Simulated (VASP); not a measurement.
**BN: single point with LDA**

BN:

```xyz
4
Lattice="2.5040 0.0000 0.0000 -1.2520 2.1685 0.0000 0.0000 0.0000 6.6612" Properties=species:S:1:pos:R:3 pbc="T T T"
B     0.0000    1.4457    1.6653
B     1.2520    0.7228    4.9959
N    -0.2706    1.2894    4.9959
N     0.9814    0.5666    1.6653
```

This cell differs from its parent crystal: all N atoms moved +0.312 Å, as atom 3 towards its neighbour atom 2 (B) at 1.446 Å.

```
Program                : VASP 6.6.1
Task                   : single point
Functional             : LDA
Potentials or basis    : VASP PAW LDA potentials, release 64 (B, N)
Cutoff                 : 520 eV
k mesh                 : 12 × 12 × 4
Occupations            : gaussian, width 0.05 eV
Spin                   : no spin polarisation
Dipole correction      : no
Further INCAR settings : ALGO = Normal; EDIFF = 1e-06; NBANDS = 16
```

- Pressure: 34.4 GPa
- Largest force: 23.301 eV/Å
- Band gap on the k mesh: 1.91 eV, indirect (least direct gap 3.17 eV)

Forces in eV/Å, atoms in the order of the input:
```
B    -5.471  -3.158   0.000
B   -20.169 -11.645   0.000
N    20.179  11.650   0.000
N     5.460   3.153   0.000
```

Stress tensor (GPa, compression positive):
```
66.03 24.20  0.00
24.20 38.09  0.00
 0.00  0.00 -0.97
```

Levels at points of the mesh, in eV from the valence-band top:
```csv
k point,band 4,band 5,band 6,band 7,band 8,band 9,band 10,band 11,band 12,band 13
"(0.00, 0.00, 0.00)",-6.51,-6.10,-5.94,-0.25,0.00,3.16,6.57,6.57,8.28,9.79
"(0.50, 0.00, 0.00)",-9.99,-8.07,-4.65,-3.98,-2.47,2.15,5.74,7.68,8.74,9.97
"(0.00, 0.50, 0.00)",-10.17,-5.76,-4.17,-3.79,-2.25,1.91,4.92,5.75,5.93,10.43
"(0.00, 0.00, 0.50)",-7.27,-6.51,-5.91,-0.25,0.00,5.17,5.51,6.57,6.92,10.31
"(0.50, 0.00, 0.50)",-10.00,-8.07,-4.65,-3.87,-2.47,1.94,5.27,8.05,8.82,10.71
"(0.00, 0.50, 0.50)",-10.18,-5.77,-4.19,-3.59,-2.39,1.93,4.38,5.92,5.93,11.23
```

Wall time 49 s on 1 thread of Intel Xeon 6975P-C (shared host), peak memory 0.18 GiB.

Caveat: the cell differs from its parent crystal (all N atoms moved +0.312 Å, as atom 3 towards its neighbour atom 2 (B) at 1.446 Å); forces of over 1 eV/Å act on the atoms, so gaps and moduli don't describe the material at rest. A k mesh can miss the band edges.
